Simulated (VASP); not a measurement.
# CrB (Cmcm) in VASP: further runs, part 2 of 2

VASP 6.6.1.

## (4) Single point, LDA, non-collinear spin, typed start

INCAR reads:

```
ALGO     = Normal         # electronic algorithm
EDIFF    = 1E-6           # SCF threshold, eV
ENCUT    = 500            # plane-wave cutoff, eV
GGA_COMPAT= False        
ISIF     = 2              # what is computed and relaxed
ISMEAR   = -1             # smearing method
LASPH    = True           # aspherical terms in the spheres
LCHARG   = False          # write CHGCAR
LMAXMIX  = 4              # l up to which the mixer works
LNONCOLLINEAR= True           # non-collinear magnetism
LORBIT   = 11             # projections on sites
LREAL    = False          # projectors in reciprocal space
LWAVE    = False          # write WAVECAR
MAGMOM   = 0 0 0 0 0 0 1.5 0 2.598 -1.5 0 2.598 # initial moments
NBANDS   = 44             # bands
NELM     = 200            # most SCF steps
PREC     = Accurate       # precision mode
SIGMA    = 0.1            # smearing width, eV
```

KPOINTS reads:

```
k-points
0
Gamma
  5 5 5
```

POSCAR reads:

```
CrB
1.0
    1.4800000000     -3.9050000000      0.0000000000
    1.4800000000      3.9050000000      0.0000000000
    0.0000000000      0.0000000000      2.9400000000
B Cr
2 2
Direct
    0.5500000000      0.4500000000      0.7500000000
    0.4500000000      0.5500000000      0.2500000000
    0.8540000000      0.1460000000      0.7500000000
    0.1460000000      0.8540000000      0.2500000000
```

Potentials or basis: VASP PAW LDA potentials, release 64 (B, Cr_pv).

Started as:

```bash
cat potpaw_LDA.64/B/POTCAR potpaw_LDA.64/Cr_pv/POTCAR > POTCAR
mpirun -np 1 vasp_ncl > vasp.out
```

OUTCAR:

```text
EDIFF = 1E-6
   ENCUT = 500
   ISIF = 2
   ISMEAR = -1
   LASPH = True
   LNONCOLLINEAR = True
   LORBIT = 11
   LREAL = False
   NELM = 200
   PREC = Accurate

 ion  position               nearest neighbor table
   1  0.550  0.450  0.750-   2 1.66   2 1.66   3 2.13   3 2.13   4 2.22   4 2.22   4 2.22   4 2.22
                             3 2.37
   2  0.450  0.550  0.250-   1 1.66   1 1.66   4 2.13   4 2.13   3 2.22   3 2.22   3 2.22   3 2.22
                             4 2.37
   3  0.854  0.146  0.750-   1 2.13   1 2.13   2 2.22   2 2.22   2 2.22   2 2.22   1 2.37   4 2.64
                             4 2.64   4 2.64   4 2.64   4 2.71   4 2.71
   4  0.146  0.854  0.250-   2 2.13   2 2.13   1 2.22   1 2.22   1 2.22   1 2.22   2 2.37   3 2.64
                             3 2.64   3 2.64   3 2.64   3 2.71   3 2.71

  LATTYP: Found a base centered orthorhombic cell.
 ALAT       =     2.9600000000
 B/A-ratio  =     2.6385135135
 C/A-ratio  =     0.9932432432

  Lattice vectors:

 A1 = (   1.4800000000,  -3.9050000000,   0.0000000000)
 A2 = (   1.4800000000,   3.9050000000,   0.0000000000)
 A3 = (   0.0000000000,   0.0000000000,   2.9400000000)

Analysis of symmetry for initial positions (statically):
=====================================================================
 Subroutine PRICEL returns:
 Original cell was already a primitive cell.

 Routine SETGRP: Setting up the symmetry group for a
 base centered orthorhombic supercell.

 Subroutine GETGRP returns: Found  8 space group operations
 (whereof  4 operations were pure point group operations)
 out of a pool of  8 trial point group operations.

The static configuration has the point symmetry C_2h.
 The point group associated with its full space group is D_2h.

Analysis of symmetry for dynamics (positions and initial velocities):
=====================================================================
 Subroutine PRICEL returns:
 Original cell was already a primitive cell.

 Routine SETGRP: Setting up the symmetry group for a
 base centered orthorhombic supercell.

 Subroutine GETGRP returns: Found  8 space group operations
 (whereof  4 operations were pure point group operations)
 out of a pool of  8 trial point group operations.

The dynamic configuration has the point symmetry C_2h.
 The point group associated with its full space group is D_2h.

Analysis of structural, dynamic, and magnetic symmetry:
=====================================================================
 Subroutine PRICEL returns:
 Original cell was already a primitive cell.

 Routine SETGRP: Setting up the symmetry group for a
 base centered orthorhombic supercell.

 Subroutine GETGRP returns: Found  2 space group operations
 (whereof  1 operations were pure point group operations)
 out of a pool of  8 trial point group operations.

The overall configuration has the point symmetry C_1 .
 The point group associated with its full space group is C_2 .

 Subroutine INISYM returns: Found  2 space group operations
 (whereof  1 operations are pure point group operations),
 and found     1 'primitive' translations

[... 108 lines left out ...]
   PSTRESS=    0.0 pullay stress
   NELECT =      30.0000    total number of electrons
   NUPDOWN=      -1.0000    fix difference up-down
   EMIN   =  10.00;   EMAX   =-10.00  energy-range for DOS
   EFERMI =   0.00;   METHOD = LEGACY
   ISMEAR =    -1;   SIGMA  =   0.10  broadening in eV -4-tet -1-fermi 0-gaus
   EFERMI_NEDOS =   21; number of points for ismear=-14 and -15
   IALGO  =     38    algorithm
   IMIX   =      4    mixing-type and parameters
     AMIX     =   0.40;   BMIX     =  1.00
     AMIX_MAG =   1.60;   BMIX_MAG =  1.00
  volume/ion in A,a.u.               =       8.50        57.33
  Fermi-wavevector in a.u.,A,eV,Ry     =   1.570466  2.967751 33.556915  2.466364
  Thomas-Fermi vector in A             =   2.672195
   LORBIT       =     11    0 simple, 1 ext, 2 COOP (PROOUT), +10 PAW based schemes
   GGA     = CA    functional components
   LHFCALC =     F    Hartree Fock is set to
   AEXX    =    0.0000 exact exchange contribution
   IVDW    =     0    specifies the selected vdW correction
   LEPSILON=     F    determine dielectric tensor
   LRPA    =     F    only Hartree local field effects (RPA)
  energy-cutoff  :      500.00
  volume of cell :       33.98
 maximum number of plane-waves:      1754
   NGX = 15   NGY = 15   NGZ = 11

 number of electron      29.9999999 magnetization       0.0000000      0.0000000      0.0024350

 number of electron      29.9999999 magnetization      -0.0000000     -0.0000000     -0.0050150

 number of electron      29.9999999 magnetization       0.0000000      0.0000000     -0.0019038

 number of electron      29.9999999 magnetization       0.0000000     -0.0000000     -0.0019038

 Free energy of the ion-electron system (eV)
  ---------------------------------------------------
  ext. energy  EPLUGINS =         0.00000000
  ---------------------------------------------------
  free energy    TOTEN  =       -38.16656352 eV

  energy without entropy =      -38.06833591  energy(sigma->0) =      -38.11744971

 E-fermi :  10.6077     XC(G=0): -13.7545

 val. band max:       10.6068407536   @ k =  -0.4000  -0.0000  -0.2000
 cond. band min:      10.6197418268   @ k =  -0.2000  -0.2000  -0.2000
 fundamental gap:      0.0129010733
 Fermi energy:        10.6077182154

 k-point     1 :       0.0000    0.0000    0.0000
  band No.  band energies     occupation
      1     -32.5740      1.00000
      2     -32.5728      1.00000
      3     -32.3961      1.00000
      4     -32.3950      1.00000
      5     -32.3639      1.00000
      6     -32.3628      1.00000
[... 1069 lines left out ...]
     41      14.9337      0.00000
     42      14.9343      0.00000

 [... further k-points ...]

 [bands above 42 left out]

------------------------ aborting loop because EDIFF is reached ----------------------------------------

  FORCE on cell =-STRESS in cart. coord.  units (eV):
  Direction    XX          YY          ZZ          XY          YZ          ZX
  --------------------------------------------------------------------------------------
  -------------------------------------------------------------------------------------
  Total       -4.4228225     -2.2726162     -2.5765845      0.0000904      0.0000000      0.0000000
  in kB     -208.5211040   -107.1461561   -121.4772339      0.0042617      0.0000000      0.0000000
  external PRESSURE =    -145.7148313 kB  Pullay stress =       0.0000000 kB

 VOLUME and BASIS-vectors are now :
 -----------------------------------------------------------------------------
  energy-cutoff  :      500.00
  volume of cell :       33.98
      direct lattice vectors                 reciprocal lattice vectors
     1.480000000 -3.905000000  0.000000000     0.337837838 -0.128040973  0.000000000
     1.480000000  3.905000000  0.000000000     0.337837838  0.128040973  0.000000000
     0.000000000  0.000000000  2.940000000     0.000000000  0.000000000  0.340136054

 POSITION                                       TOTAL-FORCE (eV/Angst)
 -----------------------------------------------------------------------------------
      1.48000     -0.39050      2.20500        -0.000004     -2.077381      0.000001
      1.48000      0.39050      0.73500         0.000004      2.077381      0.000001
      1.48000     -2.76474      2.20500         0.000003      0.101656     -0.000001
      1.48000      2.76474      0.73500        -0.000003     -0.101656     -0.000001
 -----------------------------------------------------------------------------------
    total drift:                               -0.000000     -0.000000     -0.000003

  FREE ENERGIE OF THE ION-ELECTRON SYSTEM (eV)
  ---------------------------------------------------
  free  energy   TOTEN  =       -38.1665635156 eV

  energy  without entropy=      -38.0683359129  energy(sigma->0) =      -38.11744971

 total charge

# of ion       s       p       d       tot
------------------------------------------
    1        0.707   1.352   0.000   2.060
    2        0.707   1.352   0.000   2.060
    3        0.336   6.417   4.339  11.091
    4        0.336   6.417   4.339  11.091
--------------------------------------------------
tot          2.086  15.540   8.677  26.303

 magnetization (x)

# of ion       s       p       d       tot
------------------------------------------
    1       -0.000  -0.000   0.000  -0.000
    2        0.000   0.000   0.000   0.000
    3       -0.000  -0.000  -0.001  -0.001
    4        0.000   0.000   0.001   0.001
--------------------------------------------------
tot          0.000   0.000   0.000   0.000

 magnetization (y)

# of ion       s       p       d       tot
------------------------------------------
    1        0.000  -0.000   0.000  -0.000
    2       -0.000   0.000   0.000   0.000
    3       -0.000   0.000  -0.000  -0.000
    4        0.000  -0.000   0.000   0.000
--------------------------------------------------
tot          0.000   0.000   0.000   0.000

 magnetization (z)

# of ion       s       p       d       tot
------------------------------------------
    1        0.000   0.000   0.000   0.000
    2        0.000   0.000   0.000   0.000
    3       -0.000   0.000  -0.001  -0.001
    4       -0.000   0.000  -0.001  -0.001
--------------------------------------------------
tot          0.000   0.000  -0.002  -0.001
```

Run time: 3.4 min. Hardware: 1 thread of Oxide Virtual Turin-like, shared host; peak memory 0.25 GiB.

What came out:

| Property | Result |
| --- | --- |
| Free energy | -38.1666 eV |
| Pressure | -14.6 GPa |
| Largest force | 2.077 eV/Å |
| Band gap on the k mesh | zero (bands 30 and 31 overlap by 1.49 eV) |
| Net moment | 0.00 μB per cell |
| Valence electrons inside the program's atomic spheres | B 2.06; Cr 11.09 |

Forces in eV/Å, atoms in the order of the input:
```
B    0.000 -2.077  0.000
B    0.000  2.077  0.000
Cr   0.000  0.102  0.000
Cr   0.000 -0.102  0.000
```

Levels at points of the mesh, in eV from the Fermi level:
| k point | band 26 | band 27 | band 28 | band 29 | band 30 | band 31 | band 32 | band 33 | band 34 | band 35 |
| --- | --- | --- | --- | --- | --- | --- | --- | --- | --- | --- |
| (0.00, 0.00, 0.00) | -1.71 | -0.82 | -0.82 | -0.31 | -0.31 | -0.22 | -0.22 | 0.44 | 0.44 | 0.85 |

Moments on the atoms (μB; x, y, z):
```
B   0.00 0.00 0.00
B   0.00 0.00 0.00
Cr  0.00 0.00 0.00
Cr  0.00 0.00 0.00
```

Caveat: the k points lie up to 0.45 Å⁻¹ apart, too coarse for converged energies and pressures of a metal; forces of over 1 eV/Å act on the atoms, so gaps and moduli don't describe the material at rest.

## (5) Single point, LDA, non-collinear spin, typed start

INCAR reads:

```
SYSTEM = CrB
ALGO = Normal ; EDIFF = 1E-6
ENCUT = 500 ; GGA_COMPAT = .FALSE.
ISIF = 2 ; ISMEAR = -1
LASPH = .TRUE. ; LCHARG = .TRUE.
LMAXMIX = 4 ; LNONCOLLINEAR = .TRUE.
LORBIT = 11 ; LREAL = .FALSE.
LVHAR = .TRUE. ; LWAVE = .FALSE.
MAGMOM = 0 0 0 0 0 0 2.457 -0.993 1.407 2.344 1.843 -0.326 ; NBANDS = 44
NELM = 200 ; PREC = Accurate
SIGMA = 0.1
```

KPOINTS reads:

```
k-points
0
G
  5 5 5
  0 0 0
```

POSCAR is that of step 4.

Started as:

```bash
cat potpaw_LDA.64/B/POTCAR potpaw_LDA.64/Cr_pv/POTCAR > POTCAR
mpirun -np 1 vasp_ncl > vasp.out
```

It took 8.2 min on 1 thread of Oxide Virtual Turin-like, shared host; peak memory 0.34 GiB.

Results (log left out):

```
Free energy                                           : -38.1666 eV
Pressure                                              : -14.5 GPa
Largest force                                         : 2.078 eV/Å
Band gap on the k mesh                                : zero (bands 30 and 31 overlap by 1.49 eV)
Net moment                                            : 0.00 μB per cell
Valence electrons inside the program's atomic spheres : B 2.06; Cr 11.09
```

Forces on the atoms (eV/Å):
```
B    0.000 -2.078  0.000
B    0.000  2.078  0.000
Cr   0.000  0.101  0.000
Cr   0.000 -0.101  0.000
```

Stress tensor (GPa, compression positive):
```
-20.83   0.00   0.00
  0.00 -10.69   0.00
  0.00   0.00 -12.12
```

Levels at points of the mesh, in eV from the Fermi level:
```csv
k point,band 26,band 27,band 28,band 29,band 30,band 31,band 32,band 33,band 34,band 35
"(0.00, 0.00, 0.00)",-1.71,-0.82,-0.82,-0.31,-0.31,-0.22,-0.22,0.44,0.44,0.85
```

Moments on the atoms (μB; x, y, z):
```
B   0.00 0.00 0.00
B   0.00 0.00 0.00
Cr  0.00 0.00 0.00
Cr  0.00 0.00 0.00
```

Caveat: the k points lie up to 0.45 Å⁻¹ apart, too coarse for converged energies and pressures of a metal; forces of over 1 eV/Å act on the atoms, so gaps and moduli don't describe the material at rest.
